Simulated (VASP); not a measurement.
Write the native input for VASP 6.6.1 that does the following.

```
Task                   : single point
Functional             : revPBE
Potentials or basis    : VASP PAW PBE potentials, release 64 (Cs_sv)
Cutoff                 : 520 eV
k mesh                 : 7 × 7 × 5
Occupations            : fermi-dirac, width 0.1 eV
Spin                   : no spin polarisation
Dipole correction      : no
Further INCAR settings : ALGO = Normal; EDIFF = 1e-06; NBANDS = 16; ISYM = 0
```

The structure of Cs lies in POSCAR:

```
Cs
1.0
   -4.9867784479      4.9758738583      2.7011764833
    4.9758738583     -4.9867784479      2.7011764833
    5.0113585741      5.0113585741     -2.7211482591
Cs
2
Direct
    0.9998127105      0.0001872895      1.0000000000
    0.7501872895      0.2498127105      0.5000000000
```

The input as run:

INCAR

```
PREC     = Accurate       # precision mode
ENCUT    = 520            # plane-wave cutoff, eV
EDIFF    = 1E-6           # SCF threshold, eV
ISMEAR   = -1             # smearing method
SIGMA    = 0.1            # smearing width, eV
LREAL    = False          # projectors in reciprocal space
LASPH    = True           # aspherical terms in the spheres
NELM     = 100            # most SCF steps
ALGO     = Normal         # electronic algorithm
ISIF     = 2              # what is computed and relaxed
LWAVE    = False          # write WAVECAR
LCHARG   = True           # write CHGCAR
GGA      = RE             # functional
LELF     = True           # ELF
LVHAR    = True         
NBANDS   = 16             # bands
ISYM     = 0
```

KPOINTS

```
Automatic mesh
0
Gamma
  7 7 5
```

Potentials or basis: VASP PAW PBE potentials, release 64 (Cs_sv).

The run is started by

```sh
$ cat potpaw_PBE.64/Cs_sv/POTCAR > POTCAR
$ mpirun -np 1 vasp_std > vasp.out
```

It gave:

* Pressure: 0.0 GPa
* Band gap on the k mesh: zero (bands 9 and 10 overlap by 0.78 eV)

Caveat: the PAW data sets were made with another functional, which shifts forces and pressure a little; spin-orbit coupling is left out, which moves the levels of the heavy elements.

It took 13 min on 1 thread of Intel Xeon 8259CL, on a shared host, peak memory 0.72 GiB.
